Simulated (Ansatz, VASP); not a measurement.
Ag in VASP and in Ansatz

The input INCAR:

```
PREC = Accurate
ENCUT = 520
EDIFF = 1E-6
ISMEAR = -1
SIGMA = 0.05
LREAL = False
LASPH = True
NELM = 60
ALGO = Normal
ISIF = 2
LWAVE = False
LCHARG = False
NBANDS = 18
```

File KPOINTS:

```
Automatic mesh
0
Gamma
  10 10 6
```

The input POSCAR:

```
Ag
1.0
    2.9300000000      0.0000000000      0.0000000000
   -1.4650000000      2.5374544331      0.0000000000
    0.0000000000      0.0000000000      4.7900000000
Ag
2
Direct
    0.6666666667      0.3333333333      0.7500000000
    0.3333333333      0.6666666667      0.2500000000
```

input.yaml

```yaml
crystal:
  lattice:
    - [2.93, 0.0, 0.0]
    - [-1.465, 2.5374544331, 0.0]
    - [0.0, 0.0, 4.79]
  atoms:
    - { symbol: Ag, position: [0.6666666667, 0.3333333333, 0.75] }
    - { symbol: Ag, position: [0.3333333333, 0.6666666667, 0.25] }
kpoints:
  mp_grid: { grid: [10, 10, 6] }
  band_path:
    path:
      - [0.0, 0.0, 0.0]
      - [0.5, 0.0, 0.0]
      - [0.3333333333, 0.3333333333, 0.0]
      - [0.0, 0.0, 0.0]
      - [0.0, 0.0, 0.5]
      - [0.5, 0.0, 0.5]
      - [0.3333333333, 0.3333333333, 0.5]
      - [0.0, 0.0, 0.5]
    npoints: 8
scf:
  occupations: { method: fermi_dirac, width: 0.05 }
hamiltonian:
  xc: lda
  pseudopotentials: { kind: all_electron, lapw: { basis_error: 0.001 } }
output:
  forces: true
  stress: true
  eigenvalues: true
```

Alike in both runs: functional LDA; k mesh 10 × 10 × 6; occupations fermi-dirac, width 0.05 eV; no spin polarisation.

```csv
,VASP,Ansatz
version,VASP 6.6.1,Ansatz 0.2.0
potentials or method,"VASP PAW LDA potentials, release 64 (Ag), cutoff 520 eV","all-electron LAPW, scalar-relativistic"
task,single point,band structure
```

```csv
,VASP,Ansatz,Ansatz less VASP
gap on the k mesh at the Fermi level (eV),none,none,-
pressure (GPa),-10.3,-10.5,-0.15
"traceless stress, the component that is largest in VASP (GPa)",-0.40,-0.40,+0.007
```

LDA's correlation is that of Perdew and Zunger in VASP and of Perdew and Wang (1992) in Ansatz. A gap of «none» marks a metal or a gap that the smearing closes. Ansatz ran all-electron here, and VASP with PAW potentials.
